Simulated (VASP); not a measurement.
**AlAs: single point with LDA**

Crystal: AlAs.

```
CELL_PARAMETERS angstrom
0.00000 2.73332 2.73332
2.73332 0.00000 2.73332
2.73332 2.73332 0.00000
ATOMIC_POSITIONS crystal
Al 0.00000 0.00000 0.00000
As 0.75000 0.75000 0.75000
```

| Item | Value |
| --- | --- |
| Program | VASP 6.6.1 |
| Task | single point |
| Functional | LDA |
| Potentials or basis | VASP PAW LDA potentials, release 64 (Al, As) |
| Cutoff | 500 eV |
| k mesh | 8 × 8 × 8 |
| Occupations | gaussian, width 0.01 eV |
| Spin | no spin polarisation |

```
Pressure               : 8.5 GPa
Band gap on the k mesh : 1.15 eV (least direct gap 2.74 eV)
```

Levels at points of the mesh, in eV from the valence-band top:
| k point | band 1 | band 2 | band 3 | band 4 | band 5 | band 6 | band 7 | band 8 |
| --- | --- | --- | --- | --- | --- | --- | --- | --- |
| (0.00, 0.00, 0.00) | -12.51 | 0.00 | 0.00 | 0.00 | 2.74 | 4.43 | 4.43 | 4.43 |
| (0.50, 0.00, 0.00) | -10.84 | -6.09 | -0.90 | -0.90 | 2.43 | 4.70 | 4.70 | 7.77 |
| (0.50, 0.50, 0.00) | -10.19 | -5.83 | -2.42 | -2.42 | 1.15 | 2.20 | 11.01 | 11.01 |

Wall time 6.5 s on 1 thread of Intel(R) Xeon(R) Platinum 8488C (Sapphire Rapids) (shared host), peak memory 0.14 GiB.

Caveat: the cell stands under pressure. A k mesh can miss the band edges.
